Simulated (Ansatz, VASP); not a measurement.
**BN: VASP beside Ansatz**

```
CELL_PARAMETERS angstrom
2.51240 0.00000 0.00000
-1.25620 2.17580 0.00000
0.00000 0.00000 4.16063
ATOMIC_POSITIONS crystal
B 0.33333 0.66667 0.99990
B 0.66667 0.33333 0.49990
N 0.33333 0.66667 0.37410
N 0.66667 0.33333 0.87410
```

Change from the starting cell: strained cell.

Alike in both runs: functional PBEsol; k mesh 9 × 9 × 6; occupations gaussian, width 0.02 eV; no spin polarisation.

Ansatz relaxed the structure, and its values are those at the end. VASP's run is a single point on that final structure, the one shown.

|  | VASP | Ansatz |
| --- | --- | --- |
| version | VASP 6.6.1 | Ansatz 0.2.0 |
| potentials or method | VASP PAW PBE potentials, release 64 (B_h, N_h), cutoff 910 eV | scalar-relativistic, plane waves, PAW |
| valence electrons in the cell | 16 | 16 |

```tsv
	VASP	Ansatz	Ansatz less VASP
gap on the k mesh at the Fermi level (eV)	4.87	4.88	+0.008
least direct gap on the mesh (eV)	8.37	8.37	-0.006
```

VASP's potentials were made for PBE, not for PBEsol, and Ansatz warns of the same on its side. With one functional, cell and mesh, what is left measures potentials, basis and numerics. Ansatz's warnings: stress scf threshold loose.

Noted on VASP's run: the cutoff is short for stress, so the pressure is rough.
